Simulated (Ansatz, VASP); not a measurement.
## Two plane-wave programs on PbO

File INCAR:

```
PREC = Accurate
ENCUT = 520
EDIFF = 1E-7
ISMEAR = 0
SIGMA = 0.01
LREAL = False
LASPH = True
NELM = 100
ALGO = Normal
ISIF = 2
LWAVE = False
LCHARG = True
LELF = True
LVHAR = True
NBANDS = 50
```

File KPOINTS:

```
Automatic mesh
0
Gamma
  4 6 6
```

File POSCAR:

```
PbO
1.0
    5.9308856117      0.0000000000      0.0000000000
    0.0000000000      5.5012422457      0.0000000000
    0.0000000000      0.0000000000      4.7082397502
Pb O
4 4
Direct
    0.2297951334     -0.0107543641      0.2500000000
    0.7702048666      1.0107543641      0.7500000000
    0.2297951334      0.5107543641      0.7500000000
    0.7702048666      0.4892456359      0.2500000000
    0.8668887855      0.0925092814      0.2500000000
    0.1331112145      0.9074907186      0.7500000000
    0.8668887855      0.4074907186      0.7500000000
    0.1331112145      0.5925092814      0.2500000000
```

Input for Ansatz:

```yaml
crystal:
  lattice:
    - [5.9308856117, 0.0, 0.0]
    - [0.0, 5.5012422457, 0.0]
    - [0.0, 0.0, 4.7082397502]
  atoms:
    - { symbol: Pb, position: [0.2297951334, -0.0107543641, 0.25] }
    - { symbol: Pb, position: [0.7702048666, 1.0107543641, 0.75] }
    - { symbol: Pb, position: [0.2297951334, 0.5107543641, 0.75] }
    - { symbol: Pb, position: [0.7702048666, 0.4892456359, 0.25] }
    - { symbol: O, position: [0.8668887855, 0.0925092814, 0.25] }
    - { symbol: O, position: [0.1331112145, 0.9074907186, 0.75] }
    - { symbol: O, position: [0.8668887855, 0.4074907186, 0.75] }
    - { symbol: O, position: [0.1331112145, 0.5925092814, 0.25] }
kpoints:
  mp_grid: { grid: [4, 6, 6] }
  band_path:
    path:
      - [0.0, 0.0, 0.0]
      - [0.5, 0.0, 0.0]
      - [0.5, 0.5, 0.0]
      - [0.0, 0.5, 0.0]
      - [0.0, 0.0, 0.5]
      - [0.5, 0.0, 0.5]
      - [0.5, 0.5, 0.5]
      - [0.0, 0.5, 0.5]
      - [-0.5, 0.434896, 0.364583]
      - [0.5, 0.5, 0.35]
    npoints: 1
hamiltonian:
  xc: lda
scf:
  occupations: { method: fixed }
  n_extra_bands: 6
output:
  forces: true
  stress: true
  eigenvalues: true
```

Alike in both runs: task single point; functional LDA; k mesh 4 × 6 × 6; no spin polarisation.

```csv
,VASP,Ansatz
version,VASP 6.6.1,Ansatz 0.2.0
potentials or method,"VASP PAW LDA potentials, release 64 (Pb_d, O)","plane waves, PAW"
plane-wave cutoff (eV),520,420
occupations,"gaussian, width 0.01 eV",fixed
valence electrons in the cell,80,80
```

```tsv
	VASP	Ansatz	Ansatz less VASP
gap on the k mesh at the Fermi level (eV)	2.05	2.06	+0.013
pressure (GPa)	-2.1	-2.4	-0.24
traceless stress, the component that is largest in VASP (GPa)	-0.70	-0.59	+0.104
rms of the force components (eV/Å)	0.075	0.107	+0.0321
```

LDA's correlation is that of Perdew and Zunger in VASP and of Perdew and Wang (1992) in Ansatz. Atom by atom the forces differ by 0.034 eV/Å (rms over components).

Spin-orbit coupling is off throughout.
